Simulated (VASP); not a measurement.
# LuSi2B2 (I4/mmm) in VASP: single point with PBE

Aim: the single point of LuSi2B2 with PBE.

Program: VASP 6.6.1. These are calculated values, not measurements. Logs are shortened: lines on timing, memory, paths and dates and some standing lists are left out, and cuts for length are marked.

## (1) The cell of the first run

The structure is tetragonal, space group I4/mmm (No. 139). Conventional cell: a = 4.022 Å, b = 4.022 Å, c = 8.036 Å, α = 90.00°, β = 90.00°, γ = 90.00°. Si (site symmetry 4mm) has 4 B at 2.16 Å and 1 Si at 2.45 Å and 1 Lu at 2.79 Å within 2.9 Å. Lu (site symmetry 4/mmm) has 10 Si at 2.79 to 3.10 Å and 8 B at 2.84 Å within 3.7 Å. B (site symmetry -4m2) has 4 Si at 2.16 Å and 4 Lu at 2.84 Å and 4 B at 2.84 Å within 2.9 Å.

## (2) Single point, PBE, non-collinear spin, zero start, spin-orbit coupling

INCAR

```
SYSTEM = LuSi2B2
PREC = Accurate ; ENCUT = 520
EDIFF = 1E-6 ; ISMEAR = -1
SIGMA = 0.1 ; LREAL = .FALSE.
LASPH = .TRUE. ; NELM = 150
ALGO = Normal ; ISIF = 2
LWAVE = .FALSE. ; LCHARG = .FALSE.
LNONCOLLINEAR = .TRUE. ; MAGMOM = 0 0 0 0 0 0 0 0 0 0 0 0 0 0 0
LORBIT = 11 ; LSORBIT = .TRUE.
GGA_COMPAT = .FALSE. ; LORBMOM = .TRUE.
GGA = PE ; NBANDS = 54
```

KPOINTS

```
regular mesh
0
G
  5 5 5
  0 0 0
```

POSCAR

```
LuSi2B2
1.0
    0.0000000000      4.0215269132     -0.0000002158
    4.0215269132      0.0000000000     -0.0000002158
    2.0107632411      2.0107632411     -4.0178255644
Si Lu B
2 1 2
Direct
    0.3477396943      0.3477396943      0.3045206114
    0.6522603057      0.6522603057      0.6954793886
    0.0000000000      0.0000000000      0.0000000000
    0.7500000000      0.2500000000      0.5000000000
    0.2500000000      0.7500000000      0.5000000000
```

Potentials or basis: VASP PAW PBE potentials, release 64 (Si, Lu, B).

Run with:

```sh
$ cat potpaw_PBE.64/Si/POTCAR potpaw_PBE.64/Lu/POTCAR potpaw_PBE.64/B/POTCAR > POTCAR
$ mpirun -np 1 vasp_ncl > vasp.out
```

OUTCAR:

```text
SYSTEM = LuSi2B2
   PREC = Accurate
   ENCUT = 520
   EDIFF = 1E-6
   ISMEAR = -1
   LREAL = .FALSE.
   LASPH = .TRUE.
   NELM = 150
   ISIF = 2
   LNONCOLLINEAR = .TRUE.
   LORBIT = 11
   LSORBIT = .TRUE.
   GGA = PE

 ion  position               nearest neighbor table
   1  0.348  0.348  0.305-   5 2.16   4 2.16   4 2.16   5 2.16   2 2.45   3 2.79   3 3.10   3 3.10
                             3 3.10   3 3.10
   2  0.652  0.652  0.695-   5 2.16   4 2.16   4 2.16   5 2.16   1 2.45   3 2.79   3 3.10   3 3.10
                             3 3.10   3 3.10
   3  0.000  0.000  0.000-   2 2.79   1 2.79   4 2.84   5 2.84   4 2.84   5 2.84   4 2.84   5 2.84
                             5 2.84   4 2.84   2 3.10   1 3.10   2 3.10   1 3.10   2 3.10   1 3.10
   4  0.750  0.250  0.500-   1 2.16   2 2.16   2 2.16   1 2.16   3 2.84   3 2.84   3 2.84   3 2.84

   5  0.250  0.750  0.500-   1 2.16   2 2.16   2 2.16   1 2.16   3 2.84   3 2.84   3 2.84   3 2.84

  LATTYP: Found a body centered tetragonal cell.
 ALAT       =     4.0215269132
 C/A-ratio  =     1.9981591248

  Lattice vectors:

 A1 = (  -2.0107632411,   2.0107636721,   4.0178253486)
 A2 = (   2.0107636721,  -2.0107632411,   4.0178253486)
 A3 = (   2.0107632411,   2.0107632411,  -4.0178255644)

Analysis of symmetry for initial positions (statically):
=====================================================================
 Subroutine PRICEL returns:
 Original cell was already a primitive cell.

 Routine SETGRP: Setting up the symmetry group for a
 body centered tetragonal supercell.

 Subroutine GETGRP returns: Found 16 space group operations
 (whereof 16 operations were pure point group operations)
 out of a pool of 16 trial point group operations.

The static configuration has the point symmetry D_4h.

Analysis of symmetry for dynamics (positions and initial velocities):
=====================================================================
 Subroutine PRICEL returns:
 Original cell was already a primitive cell.

 Routine SETGRP: Setting up the symmetry group for a
 body centered tetragonal supercell.

 Subroutine GETGRP returns: Found 16 space group operations
 (whereof 16 operations were pure point group operations)
 out of a pool of 16 trial point group operations.

The dynamic configuration has the point symmetry D_4h.

Analysis of structural, dynamic, and magnetic symmetry:
=====================================================================
 Subroutine PRICEL returns:
 Original cell was already a primitive cell.

 Routine SETGRP: Setting up the symmetry group for a
 body centered tetragonal supercell.

 Subroutine GETGRP returns: Found 16 space group operations
 (whereof 16 operations were pure point group operations)
 out of a pool of 16 trial point group operations.

The overall configuration has the point symmetry D_4h.

 Subroutine INISYM returns: Found 16 space group operations
 (whereof 16 operations are pure point group operations),
 and found     1 'primitive' translations

----------------------------------------------------------------------------------------

                                     Primitive cell

  volume of cell :      64.9790

  direct lattice vectors                    reciprocal lattice vectors
     0.000000000  4.021526913 -0.000000216     0.000000007  0.248661777  0.124445416
     4.021526913  0.000000000 -0.000000216     0.248661777  0.000000007  0.124445416
     2.010763241  2.010763241 -4.017825564    -0.000000013 -0.000000013 -0.248890858

  length of vectors
     4.021526913  4.021526913  4.922322611     0.278063555  0.278063555  0.248890858

  position of ions in fractional coordinates (direct lattice)
     0.347739694  0.347739694  0.304520611
     0.652260306  0.652260306  0.695479389
     0.000000000  0.000000000  0.000000000
     0.750000000  0.250000000  0.500000000
     0.250000000  0.750000000  0.500000000

  ion indices of the primitive-cell ions
   primitive index   ion index
                 1           1
                 2           2
                 3           3
                 4           4
                 5           5
[... 85 lines left out ...]
     AMIX_MAG =   1.60;   BMIX_MAG =  1.00
  volume/ion in A,a.u.               =      13.00        87.70
  Fermi-wavevector in a.u.,A,eV,Ry     =   1.380931  2.609581 25.945914  1.906971
  Thomas-Fermi vector in A             =   2.505763
   LORBIT       =     11    0 simple, 1 ext, 2 COOP (PROOUT), +10 PAW based schemes
   GGA     = PE    functional components
   LHFCALC =     F    Hartree Fock is set to
   AEXX    =    0.0000 exact exchange contribution
   IVDW    =     0    specifies the selected vdW correction
   LEPSILON=     F    determine dielectric tensor
   LRPA    =     F    only Hartree local field effects (RPA)
  energy-cutoff  :      520.00
  volume of cell :       64.98
 maximum number of plane-waves:      3550
 NGX is ok and might be reduce to    30
   NGX = 15   NGY = 15   NGZ = 19

 number of electron      39.0000000 magnetization       0.0000000      0.0000000      0.0000000

 number of electron      39.0000006 magnetization       0.0000000     -0.0000000      0.0000000

 number of electron      39.0000006 magnetization      -0.0000000      0.0000000     -0.0000000

 Free energy of the ion-electron system (eV)
  ---------------------------------------------------
  ext. energy  EPLUGINS =         0.00000000
  ---------------------------------------------------
  free energy    TOTEN  =       -28.99378046 eV

  energy without entropy =      -28.94385748  energy(sigma->0) =      -28.96881897

 E-fermi :   7.4908     XC(G=0): -11.6662

 val. band max:        7.4702410863   @ k =   0.0000   0.0000   0.4000
 cond. band min:       7.5969076935   @ k =  -0.2000   0.2000   0.0000
 fundamental gap:      0.1266666072
 Fermi energy:         7.4907524200

 k-point     1 :       0.0000    0.0000    0.0000
  band No.  band energies     occupation
      1     -49.2457      1.00000
      2     -49.2457      1.00000
      3     -24.1763      1.00000
      4     -24.1763      1.00000
      5     -17.9832      1.00000
      6     -17.9832      1.00000
[... 961 lines left out ...]
     50      10.5363      0.00000
     51      11.4449      0.00000
 [bands above 51 left out]

------------------------ aborting loop because EDIFF is reached ----------------------------------------

  FORCE on cell =-STRESS in cart. coord.  units (eV):
  Direction    XX          YY          ZZ          XY          YZ          ZX
  --------------------------------------------------------------------------------------
  -------------------------------------------------------------------------------------
  Total        0.0530476      0.0530476      0.1667415      0.0000000      0.0000000      0.0000000
  in kB        1.3079873      1.3079873      4.1113210      0.0000000      0.0000002      0.0000002
  external PRESSURE =       2.2424319 kB  Pullay stress =       0.0000000 kB

 VOLUME and BASIS-vectors are now :
 -----------------------------------------------------------------------------
  energy-cutoff  :      520.00
  volume of cell :       64.98
      direct lattice vectors                 reciprocal lattice vectors
     0.000000000  4.021526913 -0.000000216     0.000000007  0.248661777  0.124445416
     4.021526913  0.000000000 -0.000000216     0.248661777  0.000000007  0.124445416
     2.010763241  2.010763241 -4.017825564    -0.000000013 -0.000000013 -0.248890858

 POSITION                                       TOTAL-FORCE (eV/Angst)
 -----------------------------------------------------------------------------------
      2.01076      2.01076     -1.22351         0.000000      0.000000      0.018942
      4.02153      4.02153     -2.79432        -0.000000     -0.000000     -0.018942
      0.00000      0.00000      0.00000         0.000000      0.000000      0.000000
      2.01076      4.02153     -2.00891        -0.000000      0.000000      0.000000
      4.02153      2.01076     -2.00891         0.000000     -0.000000     -0.000000
 -----------------------------------------------------------------------------------
    total drift:                               -0.000000      0.000000      0.000000

  FREE ENERGIE OF THE ION-ELECTRON SYSTEM (eV)
  ---------------------------------------------------
  free  energy   TOTEN  =       -28.9937804628 eV

  energy  without entropy=      -28.9438574775  energy(sigma->0) =      -28.96881897

 orbital moment (x)

 # of ion     p       d       f       tot
 ------------------------------------------------
  1         0.000   0.000   0.000   0.000
  2         0.000   0.000   0.000   0.000
  3        -0.000  -0.000   0.000   0.000
  4         0.000   0.000   0.000   0.000
  5         0.000   0.000   0.000   0.000
 ------------------------------------------------
            0.000  -0.000   0.000   0.000

 orbital moment (y)

 # of ion     p       d       f       tot
 ------------------------------------------------
  1        -0.000   0.000   0.000  -0.000
  2         0.000   0.000   0.000   0.000
  3         0.000   0.000  -0.000  -0.000
  4        -0.000   0.000   0.000  -0.000
  5        -0.000   0.000   0.000  -0.000
 ------------------------------------------------
           -0.000   0.000  -0.000  -0.000

 orbital moment (z)

 # of ion     p       d       f       tot
 ------------------------------------------------
  1         0.000   0.000   0.000   0.000
  2         0.000   0.000   0.000   0.000
  3         0.000   0.000   0.000   0.000
  4         0.000   0.000   0.000   0.000
  5         0.000   0.000   0.000   0.000
 ------------------------------------------------
            0.000   0.000   0.000   0.000

 Spin-Orbit-Coupling matrix elements

 Ion:    1  E_soc:     -0.0004547
 l=   1
     0.0000000    -0.0000741    -0.0000792
    -0.0000741     0.0000000    -0.0000741
    -0.0000792    -0.0000741     0.0000000
 l=   2
     0.0000000     0.0000000     0.0000000     0.0000000     0.0000000
     0.0000000     0.0000000     0.0000000     0.0000000     0.0000000
     0.0000000     0.0000000     0.0000000     0.0000000     0.0000000
     0.0000000     0.0000000     0.0000000     0.0000000     0.0000000
     0.0000000     0.0000000     0.0000000     0.0000000     0.0000000
 l=   3
     0.0000000     0.0000000     0.0000000     0.0000000     0.0000000     0.0000000     0.0000000
     0.0000000     0.0000000     0.0000000     0.0000000     0.0000000     0.0000000     0.0000000
     0.0000000     0.0000000     0.0000000     0.0000000     0.0000000     0.0000000     0.0000000
     0.0000000     0.0000000     0.0000000     0.0000000     0.0000000     0.0000000     0.0000000
[... 69 lines left out ...]
 l=   2
     0.0000000     0.0000000     0.0000000     0.0000000     0.0000000
     0.0000000     0.0000000     0.0000000     0.0000000     0.0000000
     0.0000000     0.0000000     0.0000000     0.0000000     0.0000000
     0.0000000     0.0000000     0.0000000     0.0000000     0.0000000
     0.0000000     0.0000000     0.0000000     0.0000000     0.0000000
 l=   3
     0.0000000     0.0000000     0.0000000     0.0000000     0.0000000     0.0000000     0.0000000
     0.0000000     0.0000000     0.0000000     0.0000000     0.0000000     0.0000000     0.0000000
     0.0000000     0.0000000     0.0000000     0.0000000     0.0000000     0.0000000     0.0000000
     0.0000000     0.0000000     0.0000000     0.0000000     0.0000000     0.0000000     0.0000000
     0.0000000     0.0000000     0.0000000     0.0000000     0.0000000     0.0000000     0.0000000
     0.0000000     0.0000000     0.0000000     0.0000000     0.0000000     0.0000000     0.0000000
     0.0000000     0.0000000     0.0000000     0.0000000     0.0000000     0.0000000     0.0000000

 total charge

# of ion       s       p       d       f       tot
--------------------------------------------------
    1        0.740   0.921   0.000   0.000   1.661
    2        0.740   0.921   0.000   0.000   1.661
    3        2.210   6.076   0.914  14.024  23.223
    4        0.725   1.048   0.000   0.000   1.773
    5        0.725   1.048   0.000   0.000   1.773
--------------------------------------------------
tot          5.140  10.013   0.914  14.024  30.090

 magnetization (x)

# of ion       s       p       d       f       tot
--------------------------------------------------
    1        0.000   0.000   0.000   0.000   0.000
    2        0.000   0.000   0.000   0.000   0.000
    3        0.000   0.000   0.000   0.000   0.000
    4        0.000   0.000   0.000   0.000   0.000
    5        0.000   0.000   0.000   0.000   0.000
--------------------------------------------------
tot          0.000   0.000   0.000   0.000   0.000

 magnetization (y)

# of ion       s       p       d       f       tot
--------------------------------------------------
    1        0.000   0.000   0.000   0.000   0.000
    2        0.000   0.000   0.000   0.000   0.000
    3        0.000   0.000  -0.000  -0.000  -0.000
    4        0.000   0.000   0.000   0.000   0.000
    5        0.000   0.000   0.000   0.000   0.000
--------------------------------------------------
tot          0.000   0.000  -0.000  -0.000  -0.000

 magnetization (z)

# of ion       s       p       d       f       tot
--------------------------------------------------
    1        0.000   0.000   0.000   0.000   0.000
    2        0.000   0.000   0.000   0.000   0.000
    3       -0.000   0.000  -0.000  -0.000  -0.000
    4        0.000   0.000   0.000   0.000   0.000
    5        0.000   0.000   0.000   0.000   0.000
--------------------------------------------------
tot         -0.000   0.000  -0.000  -0.000  -0.000
```

Wall time 5.6 min (1 thread of AMD EPYC, shared host); peak memory 0.34 GiB.

What came out:

```
Free energy                                           : -28.9938 eV
Pressure                                              : 0.2 GPa
Largest force                                         : 0.019 eV/Å
Net moment                                            : 0.00 μB per cell
Valence electrons inside the program's atomic spheres : Si 1.66; Lu 23.22; B 1.77
```

Forces on the atoms (eV/Å):
```
Si   0.000  0.000  0.019
Si   0.000  0.000 -0.019
Lu   0.000  0.000  0.000
B    0.000  0.000  0.000
B    0.000  0.000  0.000
```

Moments on the atoms (μB; x, y, z):
```
Si  0.00 0.00 0.00
Si  0.00 0.00 0.00
Lu  0.00 0.00 0.00
B   0.00 0.00 0.00
B   0.00 0.00 0.00
```
